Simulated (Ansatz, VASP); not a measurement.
**YTiGeAs3 in VASP and in Ansatz**

```
Y Ti Ge As
1.0
     3.26757   -4.39904    0.00000
     3.26757    4.39904    0.00000
     0.00000    0.00000    5.14788
Y Ti Ge As
1 1 1 3
Cartesian
  0.0000 0.0000 0.0000
  3.2676 0.0000 2.5739
  0.0000 0.0000 2.5739
  3.2676 0.0000 0.0000
  3.2676 2.2818 2.5739
  3.2676 -2.2818 2.5739
```

Alike in both runs: task relaxation of cell and atoms; functional PBE; k mesh 3 × 3 × 3; occupations gaussian, width 0.2 eV; no spin polarisation.

|  | VASP | Ansatz |
| --- | --- | --- |
| version | VASP 6.6.1 | Ansatz 0.2.0 |
| potentials or method | VASP PAW PBE potentials, release 64 (Y_sv, Ti_sv, Ge_d, As), cutoff 600 eV | scalar-relativistic, plane waves, PAW |
| valence electrons in the cell | 52 | 82 |

|  | VASP | Ansatz | Ansatz less VASP |
| --- | --- | --- | --- |
| gap on the k mesh at the Fermi level, each at its own relaxed structure (eV) | none | none | - |
| relaxed volume (Å³/atom) | 25.53 | 25.31 | -0.218 |
| relaxed length of the cell vector where the two differ most in proportion (Å) | 5.905 | 5.869 | -0.0362 |

A gap of «none» marks a metal or a gap that the smearing closes. VASP's potentials hold 52 valence electrons a cell and Ansatz's 82, so a difference there can come from the potentials and not from the codes.

The k mesh is coarse, so the values compare programs but aren't converged.
